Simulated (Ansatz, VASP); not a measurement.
**One calculation of H10SO4, two programs**

```
CELL_PARAMETERS angstrom
5.82848 0.00000 0.00000
0.00000 5.82848 0.00000
0.00000 0.00000 5.82848
ATOMIC_POSITIONS crystal
O 0.84233 0.71253 0.25420
O 0.27333 0.46147 0.15964
O 0.79332 0.12994 0.99379
O 0.19194 0.19664 0.72522
H 0.83335 0.85421 0.16601
H 0.99112 0.64699 0.21866
H 0.41147 0.55056 0.13469
H 0.25635 0.37489 0.01781
H 0.76688 0.27897 0.06054
H 0.92127 0.15293 0.88882
H 0.17931 0.25796 0.57223
H 0.29331 0.06381 0.71054
H 0.69618 0.78733 0.57625
H 0.44540 0.59297 0.56464
S 0.52294 0.74098 0.72215
```

Alike in both runs: functional r2SCAN; k mesh 1 × 1 × 1; occupations fermi-dirac, width 0.02 eV; no spin polarisation.

Ansatz relaxed the structure, and its values are those at the end. VASP's run is a single point on that final structure, the one shown.

|  | VASP | Ansatz |
| --- | --- | --- |
| version | VASP 6.6.1 | Ansatz 0.2.0 |
| potentials or method | VASP PAW PBE potentials, release 64 (O, H, S), cutoff 520 eV | scalar-relativistic, plane waves, PAW |
| valence electrons in the cell | 40 | 40 |

|  | VASP | Ansatz | Ansatz less VASP |
| --- | --- | --- | --- |
| rms of the force components (eV/Å) | 0.089 | 0.064 | -0.0249 |

VASP's potentials were made for PBE, not for r2SCAN.
